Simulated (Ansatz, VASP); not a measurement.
## One calculation of Ta, two programs

Contents of INCAR:

```
SYSTEM = Ta
  PREC = Accurate
  ENCUT = 400
  EDIFF = 1E-8
  ISMEAR = -1
  SIGMA = 0.03
  LREAL = .False.
  LASPH = .True.
  NELM = 120
  ALGO = Normal
  ISIF = 2
  LWAVE = .False.
  LCHARG = .False.
  GGA = PE
  LEFG = .True.
  NBANDS = 12
  GGA_COMPAT = .False.
```

Contents of KPOINTS:

```
regular mesh
0
Gamma
  13 13 13
  0 0 0
```

The input POSCAR:

```
Ta
1.0
    2.7044412442      0.0000000000      0.0000000000
    0.0000000000      2.7044412442      0.0000000000
    0.0000000000      0.0000000000      2.7044412442
Ta
1
Direct
    0.0000000000      0.0000000000      0.0000000000
```

Input for Ansatz:

```yaml
crystal:
  lattice:
    - [2.7044412442, 0.0, 0.0]
    - [0.0, 2.7044412442, 0.0]
    - [0.0, 0.0, 2.7044412442]
  atoms:
    - { symbol: Ta, position: [0.0, 0.0, 0.0] }
kpoints:
  mp_grid: { grid: [13, 13, 13] }
scf:
  occupations: { method: fermi_dirac, width: 0.03 }
hamiltonian:
  xc: pbe
  pseudopotentials: { kind: all_electron, datasets: crystal }
output:
  forces: true
  stress: true
  eigenvalues: true
  efg: { contact_densities: true }
```

Change from the starting cell: volume scaled by 0.96, crystal datasets.

Alike in both runs: task electric field gradients; functional PBE; k mesh 13 × 13 × 13; occupations fermi-dirac, width 0.03 eV; no spin polarisation.

```csv
,VASP,Ansatz
version,VASP 6.6.1,Ansatz 0.2.0
potentials or method,"VASP PAW PBE potentials, release 64 (Ta_pv), cutoff 400 eV","all-electron PAW with datasets made for the crystal, scalar-relativistic"
```

```tsv
	VASP	Ansatz	Ansatz less VASP
pressure (GPa)	6.5	6.2	-0.24
```

Ansatz ran all-electron here, and VASP with PAW potentials.

Spin-orbit coupling is off throughout.
